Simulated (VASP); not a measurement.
Wanted: the native input for a VASP 6.6.1 run.

```
Task                   : relaxation of cell and atoms
Functional             : PBE
Potentials or basis    : VASP PAW PBE potentials, release 64 (C)
Cutoff                 : 600 eV
k mesh                 : 9 × 9 × 4
Occupations            : gaussian, width 0.1 eV
Spin                   : no spin polarisation
Dipole correction      : no
Further INCAR settings : ALGO = Normal; EDIFF = 1e-06; IBRION = 2; EDIFFG = -0.04; NSW = 90; ISIF = 3
```

The structure of C lies in POSCAR:

```
C
1.0
    2.5678482048      0.0000000000      0.0000000000
   -1.2839241024      2.2238217784      0.0000000000
    0.0000000000      0.0000000000      4.1677536284
C
2
Direct
    0.3333333333      0.6666666667      0.2500000000
    0.6666666667      0.3333333333      0.7500000000
```

These files were run (other wordings do the same):

INCAR

```
SYSTEM = C
  PREC = Accurate
  ENCUT = 600
  EDIFF = 1E-6
  ISMEAR = 0
  SIGMA = 0.1
  LREAL = .FALSE.
  LASPH = .TRUE.
  NELM = 80
  ALGO = Normal
  ISIF = 3
  LWAVE = .FALSE.
  LCHARG = .FALSE.
  GGA = PE
  IBRION = 2
  NSW = 90
  EDIFFG = -0.04
```

KPOINTS

```
regular mesh
0
G
  9 9 4
  0 0 0
```

Potentials or basis: VASP PAW PBE potentials, release 64 (C).

The run is started by

```console
$ cat potpaw_PBE.64/C/POTCAR > POTCAR
$ mpirun -np 1 vasp_std > vasp.out
```

Results of the run:

The relaxed volume is 6.79 Å³/atom. The relaxed cell is a = 2.108 Å, b = 2.108 Å, c = 3.527 Å, α = 90.00°, β = 90.00°, γ = 120.00°. The space group after relaxing (to 0.05 Å) is P6_3/mmc (No. 194) and the energy gained by relaxing is 746.2 meV/atom. The ionic steps are 11 and the pressure after relaxing is -0.2 GPa. The band gap on the k mesh is zero (band 4 reaches 15.61 eV, above the bottom of band 5 at 4.40 eV).

Caveat: the k points lie up to 0.45 Å⁻¹ apart in the final cell; the volume moved by over 15 % at a fixed basis, so the end points are rough.

Run time: 20 s on 1 thread of Intel(R) Xeon(R) Platinum 8488C (Sapphire Rapids), with other jobs on the host, peak memory 0.14 GiB.
